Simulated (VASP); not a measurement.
Write the native input for VASP 6.6.1 that does the following.

| Property | Result |
| --- | --- |
| Task | single point |
| Functional | LDA |
| Potentials or basis | VASP PAW LDA potentials, release 64 (W_sv, C) |
| Cutoff | 600 eV |
| k mesh | 7 × 7 × 7 |
| Occupations | fermi-dirac, width 0.1 eV |
| Spin | no spin polarisation |
| Dipole correction | no |
| Further INCAR settings | ALGO = Normal; EDIFF = 1e-06; NBANDS = 16 |

The structure of WC lies in POSCAR:

```
WC
1.0
    0.0000000000      2.1926840000      2.1926840000
    2.1926840000      0.0000000000      2.1926840000
    2.1926840000      2.1926840000      0.0000000000
W C
1 1
Direct
    0.0000000000      0.0000000000      0.0000000000
    0.5000000000      0.5000000000      0.5000000000
```

The input as run:

INCAR

```
SYSTEM = WC
PREC = Accurate
ENCUT = 600
EDIFF = 1E-6
ISMEAR = -1
SIGMA = 0.1
LREAL = .False.
LASPH = .True.
NELM = 120
ALGO = Normal
ISIF = 2
LWAVE = .False.
LCHARG = .True.
LELF = .True.
LVHAR = .True.
NBANDS = 16
GGA_COMPAT = .False.
```

KPOINTS

```
regular mesh
0
Gamma
  7 7 7
  0 0 0
```

Potentials or basis: VASP PAW LDA potentials, release 64 (W_sv, C).

Launch:

```console
$ cat potpaw_LDA.64/W_sv/POTCAR potpaw_LDA.64/C/POTCAR > POTCAR
$ mpirun -np 1 vasp_std > vasp.out
```

Results of the run:

* Pressure: -14.0 GPa
* Band gap on the k mesh: zero (band 9 reaches 13.04 eV, above the bottom of band 10 at 10.30 eV)

Caveat: spin-orbit coupling is left out, which moves the levels of the heavy elements.

It took 9.6 s on 1 thread of Intel(R) Xeon(R) Platinum 8259CL CPU @ 2.50GHz (Skylake/Cascade Lake), with other jobs on the host, peak memory 0.15 GiB.
